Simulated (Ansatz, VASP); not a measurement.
CdSe: VASP beside Ansatz

Contents of POSCAR:

```
CdSe
1.0
    4.3460854000      0.0000000000      0.0000000000
   -2.1730427000      3.7638203000      0.0000000000
    0.0000000000      0.0000000000      7.0898399000
Cd Se
2 2
Direct
    0.6666666700      0.3333333300      0.4999533600
    0.3333333300      0.6666666700      0.9999533600
    0.6666666700      0.3333333300      0.8759066400
    0.3333333300      0.6666666700      0.3759066400
```

Contents of INCAR.step1:

```
PREC = Accurate ; ENCUT = 600
ISMEAR = 0 ; SIGMA = 0.01
LREAL = False ; LASPH = True
NELM = 80 ; GGA = PE
ALGO = Normal ; EDIFF = 1E-4
LWAVE = True ; LCHARG = False
```

File INCAR.step2:

```
PREC = Accurate ; ENCUT = 600
EDIFF = 1E-6 ; ISMEAR = 0
SIGMA = 0.01 ; LREAL = False
LASPH = True ; NELM = 80
ALGO = Normal ; ISIF = 3
LWAVE = False ; LCHARG = False
METAGGA = R2SCAN ; LMIXTAU = True
IBRION = 2 ; NSW = 80
EDIFFG = -0.005 ; ISTART = 1
```

KPOINTS

```
Automatic mesh
0
Gamma
  7 7 4
```

Input for Ansatz:

```yaml
crystal:
  lattice:
    - [4.3460854, 0.0, 0.0]
    - [-2.1730427, 3.7638203, 0.0]
    - [0.0, 0.0, 7.0898399]
  atoms:
    - { symbol: Cd, position: [0.66666667, 0.33333333, 0.49995336] }
    - { symbol: Cd, position: [0.33333333, 0.66666667, 0.99995336] }
    - { symbol: Se, position: [0.66666667, 0.33333333, 0.87590664] }
    - { symbol: Se, position: [0.33333333, 0.66666667, 0.37590664] }
basis:
  ecutwfc: 500
  xc_grid: 2
hamiltonian:
  xc: r2scan
  pseudopotentials: { kind: paw, azcp: { folder: soft_1 } }
kpoints:
  mp_grid: { grid: [7, 7, 4] }
scf:
  occupations: { method: fixed }
  max_iter: 100
relax:
  f_tol: 0.005
  max_steps: 60
  cell: {}
output:
  forces: true
  stress: true
checkpoint:
  write: "../cell.run"
  compress: false
  write_wavefunctions: false
  write_every: 100000
```

Alike in both runs: task relaxation of cell and atoms; functional r2SCAN; k mesh 7 × 7 × 4; no spin polarisation.

|  | VASP | Ansatz |
| --- | --- | --- |
| version | VASP 6.6.1 | Ansatz 0.2.0 |
| potentials or method | VASP PAW PBE potentials, release 64 (Cd, Se), cutoff 600 eV | plane-wave PAW DFT |
| occupations | gaussian, width 0.01 eV | fixed |
| valence electrons in the cell | 36 | 72 |

```tsv
	VASP	Ansatz	Ansatz less VASP
relaxed volume (Å³/atom)	28.97	28.87	-0.100
relaxed cell length with the largest relative difference (Å)	7.086	7.078	-0.0083
```

VASP's potentials were made for PBE, not for r2SCAN. VASP's potentials hold 36 valence electrons a cell and Ansatz's 72, so a difference there can come from the potentials and not from the codes.
